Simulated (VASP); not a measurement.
# Hf: single point with revPBE

The system is Hf.

```xyz
2
Lattice="3.0907 0.0000 0.0000 -1.5454 2.6767 0.0000 0.0000 0.0000 4.8927" Properties=species:S:1:pos:R:3 pbc="T T T"
Hf    0.0000    1.7844    1.2232
Hf    1.5454    0.8922    3.6695
```

```json
{"Program": "VASP 6.6.1", "Task": "single point", "Functional": "revPBE", "Potentials or basis": "VASP PAW PBE potentials, release 64 (Hf_pv)", "Cutoff": "520 eV", "k mesh": "18 × 18 × 10", "Occupations": "fermi-dirac, width 0.1 eV", "Spin": "no spin polarisation", "Dipole correction": "no", "Further INCAR settings": "ALGO = Normal; EDIFF = 1e-06; NBANDS = 17"}
```

| Item | Value |
| --- | --- |
| Pressure | 15.8 GPa |
| Band gap on the k mesh | zero (bands 10 and 11 overlap by 1.58 eV) |

Stress tensor (GPa, compression positive):
```
15.56  0.00  0.00
 0.00 15.56  0.00
 0.00  0.00 16.15
```

Levels at points of the mesh, in eV from the Fermi level:
```
           k point  band 7  band 8  band 9  band 10  band 11  band 12  band 13  band 14
(0.00, 0.00, 0.00)   -7.70   -4.02    1.02     1.22     1.22     1.54     2.16     2.16
(0.50, 0.00, 0.00)   -3.51   -3.12   -2.55    -0.61     0.80     1.03     1.90     6.61
(0.00, 0.00, 0.50)   -5.54   -5.54    0.13     0.13     1.11     1.11     1.11     1.11
(0.50, 0.00, 0.50)   -3.72   -3.72   -1.16    -1.16     1.55     1.55     2.91     2.91
```

It took 87 s on 1 thread of AMD EPYC 7R43 64-Core Processor (Zen 3) (shared host), peak memory 0.21 GiB.

Caveat: the cell stands under pressure; the PAW data sets were made with another functional, which shifts forces and pressure a little; spin-orbit coupling is left out, which moves the levels of the heavy elements.
